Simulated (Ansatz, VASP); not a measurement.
**LiF in VASP and in Ansatz**

POSCAR

```
LiF
1.0
    0.0000000000      1.9728864230      1.9728864230
    1.9728864230      0.0000000000      1.9728864230
    1.9728864230      1.9728864230      0.0000000000
F Li
1 1
Direct
    0.5000000000      0.5000000000      0.5000000000
    0.0000000000      0.0000000000      0.0000000000
```

The input INCAR.step1:

```
PREC = Accurate ; ENCUT = 520
EDIFF = 1E-5 ; ISMEAR = -1
SIGMA = 0.05 ; LREAL = False
LASPH = True ; NELM = 100
ALGO = Normal ; ISIF = 2
LWAVE = True ; LCHARG = False
NBANDS = 12 ; GGA = PE
```

The input INCAR.step2:

```
PREC = Accurate ; ENCUT = 520
EDIFF = 1E-6 ; ISMEAR = -1
SIGMA = 0.05 ; LREAL = False
LASPH = True ; NELM = 100
ALGO = Normal ; ISIF = 2
LWAVE = False ; LCHARG = False
GGA = PE ; LHFCALC = True
HFSCREEN = 0.2079 ; PRECFOCK = Normal
NBANDS = 12 ; ISTART = 1
```

KPOINTS

```
regular mesh
0
Gamma
  8 8 8
```

input

```
crystal:
  lattice:
    - [0.0, 1.972886423, 1.972886423]
    - [1.972886423, 0.0, 1.972886423]
    - [1.972886423, 1.972886423, 0.0]
  atoms:
    - { symbol: F, position: [0.5, 0.5, 0.5] }
    - { symbol: Li, position: [0.0, 0.0, 0.0] }
hamiltonian:
  xc: hse06
  pseudopotentials: { kind: paw }
kpoints:
  mp_grid: { grid: [8, 8, 8] }
scf:
  occupations: { method: fermi_dirac, width: 0.05 }
output:
  forces: true
  stress: true
  eigenvalues: true
  write_density: true
  write_potential: true
  elf: true
  volumetric_format: npy
```

Alike in both runs: task single point; functional HSE06; k mesh 8 × 8 × 8; occupations fermi-dirac, width 0.05 eV; no spin polarisation.

|  | VASP | Ansatz |
| --- | --- | --- |
| version | VASP 6.6.1 | Ansatz 0.2.0 |
| potentials or method | VASP PAW PBE potentials, release 64 (F, Li_sv) | Ansatz PAW |
| plane-wave cutoff (eV) | 520 | 420 |
| valence electrons in the cell | 10 | 10 |

```csv
,VASP,Ansatz,Ansatz less VASP
gap on the k mesh at the Fermi level (eV),12.00,12.01,+0.009
least direct gap on the mesh (eV),12.00,12.01,+0.009
```

The functional is the same, so the differences come from potentials, cutoffs and numerics.

Noted on VASP's run: the cutoff is short for stress, so the pressure is rough.
